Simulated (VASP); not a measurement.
Runs of VASP 6.6.1 on Ta. Symmetry: P6_3/mmc, No. 194, hexagonal system. The conventional cell has a = 2.900 Å, b = 2.900 Å, c = 5.166 Å, α = 90.00°, β = 90.00°, γ = 120.00°. Within 3.8 Å of Ta (site symmetry -6m2) lie 12 Ta at 2.90 to 3.08 Å. 

```tsv
task	spin	fixed moment (μB)	k mesh for the DOS	occupations for the DOS	gap on the mesh (eV)	pressure (GPa)	moment (μB)
single point	collinear, ferromagnetic start	-	-	-	none	-11.2	0.00
single point	collinear, ferromagnetic start	0.6	-	-	-	-10.7	0.60
single point	collinear, ferromagnetic start	1.6	-	-	-	-8.7	1.60
single point	collinear, ferromagnetic start	2.4	-	-	-	(a)	2.40
single point	off	-	-	-	none	-11.2	-
single point	collinear, ferromagnetic start	0.3	-	-	-	(b)	0.30
single point	collinear, zero start	0.0	-	-	-	-11.2	0.00
single point	collinear, ferromagnetic start	1.0	-	-	-	-10.1	1.00
density of states	collinear, ferromagnetic start	-	17 × 17 × 9	tetrahedron	-	-	0.00
single point	collinear, ferromagnetic start	0.1	-	-	-	-11.2	0.10
```

Alike in all rows: level LDA; potentials or basis VASP PAW LDA potentials, release 64 (Ta_pv); cell as given; k mesh 11 × 11 × 6; cutoff (eV) 520; smearing fermi-dirac 0.05 eV.

Fill in the values left out.

(a) -5.5; (b) -11.0.

Caveats: spin-orbit coupling is left out, which moves the levels of the heavy elements; the total moment is fixed, so each spin has its own Fermi level (some runs); tetrahedron occupations give inexact forces and stress in metals (some runs).

A k mesh can miss the band edges, and the runs leave out spin-orbit coupling on Ta.

A gap of «none» marks levels without a gap at the run's occupations.
